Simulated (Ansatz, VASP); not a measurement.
Two plane-wave programs on AlCd2O

File INCAR:

```
PREC     = Accurate       # precision mode
ENCUT    = 520            # plane-wave cutoff, eV
EDIFF    = 1E-6           # SCF threshold, eV
ISMEAR   = 0              # smearing method
SIGMA    = 0.1            # smearing width, eV
LREAL    = F              # projectors in reciprocal space
LASPH    = T              # aspherical terms in the spheres
NELM     = 60             # most SCF steps
ALGO     = Normal         # electronic algorithm
ISIF     = 2              # what is computed and relaxed
LWAVE    = F              # write WAVECAR
LCHARG   = T              # write CHGCAR
GGA      = PE             # functional
LELF     = T              # ELF
LVHAR    = T            
NBANDS   = 24             # bands
```

File KPOINTS:

```
regular mesh
0
Gamma
  4 4 4
```

The input POSCAR:

```
AlCd2O
1.0
    2.3685575300     -3.4535621700      0.0000000000
    2.3685575300      3.4535621700      0.0000000000
    0.0000000000      0.0000000000      4.5777688500
Al Cd O
1 2 1
Direct
    0.5000000000      0.5000000000      0.0000000000
    0.6950567500      0.3049432500      0.5000000000
    0.3049432500      0.6950567500      0.5000000000
    0.0000000000      0.0000000000      0.0000000000
```

Input for Ansatz:

```yaml
crystal:
  lattice:
    - [2.36855753, -3.45356217, 0.0]
    - [2.36855753, 3.45356217, 0.0]
    - [0.0, 0.0, 4.57776885]
  atoms:
    - { symbol: Al, position: [0.5, 0.5, 0.0] }
    - { symbol: Cd, position: [0.69505675, 0.30494325, 0.5] }
    - { symbol: Cd, position: [0.30494325, 0.69505675, 0.5] }
    - { symbol: O, position: [0.0, 0.0, 0.0] }
basis:
  ecutwfc: 420
kpoints:
  mp_grid: { grid: [4, 4, 4] }
hamiltonian:
  xc: pbe
scf:
  occupations: { method: gaussian, width: 0.1 }
  lower_state_search: "off"
output:
  forces: true
  stress: true
  eigenvalues: true
```

Alike in both runs: task single point; functional PBE; k mesh 4 × 4 × 4; occupations gaussian, width 0.1 eV; no spin polarisation.

|  | VASP | Ansatz |
| --- | --- | --- |
| version | VASP 6.6.1 | Ansatz 0.2.0 |
| potentials or method | VASP PAW PBE potentials, release 64 (Al, Cd, O), cutoff 520 eV | scalar-relativistic, plane waves, PAW |
| valence electrons in the cell | 33 | 49 |

Ansatz gave:

| Item | Value |
| --- | --- |
| gap on the k mesh at the Fermi level (eV) | none |
| pressure (GPa) | 7.4 |
| traceless stress, the component that is largest in VASP (GPa) | 2.01 |
| rms of the force components (eV/Å) | 0.273 |

Problem. Which values does VASP return?

Solution. gap on the k mesh at the Fermi level (eV): none; pressure (GPa): 7.9; traceless stress, the component that is largest in VASP (GPa): 1.89; rms of the force components (eV/Å): 0.264.

Atom by atom the forces differ by 0.009 eV/Å (rms over components). A gap of «none» marks a metal or a gap that the smearing closes. The functional is the same, so the differences come from potentials, cutoffs and numerics. VASP's potentials hold 33 valence electrons a cell and Ansatz's 49, so a difference there can come from the potentials and not from the codes.

The k mesh is coarse, so the values compare programs but aren't converged.
